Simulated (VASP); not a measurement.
A run of VASP 6.6.1:

INCAR

```
SYSTEM = BaS
PREC = Accurate
ENCUT = 500
EDIFF = 1E-6
ISMEAR = -1
SIGMA = 0.05
LREAL = .False.
LASPH = .True.
NELM = 120
ALGO = Normal
ISIF = 2
LWAVE = .False.
LCHARG = .False.
GGA = PS
NBANDS = 15
GGA_COMPAT = .False.
```

The input KPOINTS:

```
regular mesh
0
Gamma
  7 7 7
  0 0 0
```

POSCAR

```
BaS
1.0
    0.0000000000      3.1505859250      3.1505859250
    3.1505859250      0.0000000000      3.1505859250
    3.1505859250      3.1505859250      0.0000000000
Ba S
1 1
Direct
    0.0000000000      0.0000000000      0.0000000000
    0.5000000000      0.5000000000      0.5000000000
```

Potentials or basis: VASP PAW PBE potentials, release 64 (Ba_sv, S).

The run is started by

```bash
$ cat potpaw_PBE.64/Ba_sv/POTCAR potpaw_PBE.64/S/POTCAR > POTCAR
$ mpirun -np 1 vasp_std > vasp.out
```

Hardware: 1 thread of Intel(R) Xeon(R) Platinum 8488C (Sapphire Rapids) (shared host).

Problem. How long does it take, and how much memory?

Solution. It took 14 s on 1 thread of Intel(R) Xeon(R) Platinum 8488C (Sapphire Rapids), on a shared host, peak memory 0.17 GiB. Counts: scf iterations 12, k points 20.
